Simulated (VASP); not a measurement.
A run of VASP 6.6.1:

The input INCAR:

```
  ALGO = Normal
  EDIFF = 1E-6
  ENCUT = 520
  ISIF = 2
  ISMEAR = -1
  LASPH = True
  LCHARG = False
  LREAL = False
  LWAVE = False
  NBANDS = 12
  NELM = 60
  PREC = Accurate
  SIGMA = 0.1
```

File KPOINTS:

```
k-points
0
Gamma
  12 12 7
```

POSCAR

```
Sb
1.0
    3.1582541302      0.0000000000      0.0000000000
   -1.5791270651      2.7351283084      0.0000000000
    0.0000000000      0.0000000000      5.2216137864
Sb
2
Direct
    0.3333333333      0.6666666667      0.2500000000
    0.6666666667      0.3333333333      0.7500000000
```

Potentials or basis: VASP PAW LDA potentials, release 64 (Sb).

Run with:

```console
$ cat potpaw_LDA.64/Sb/POTCAR > POTCAR
$ mpirun -np 1 vasp_std > vasp.out
```

Hardware: 1 thread of Intel(R) Xeon(R) 6975P-C (Granite Rapids), on a shared host.

Task: Estimate the wall time of this run.

Result: Run time: 7.8 s on 1 thread of Intel(R) Xeon(R) 6975P-C (Granite Rapids) (shared host), peak memory 0.15 GiB. Counts: scf iterations 10, k points 76.
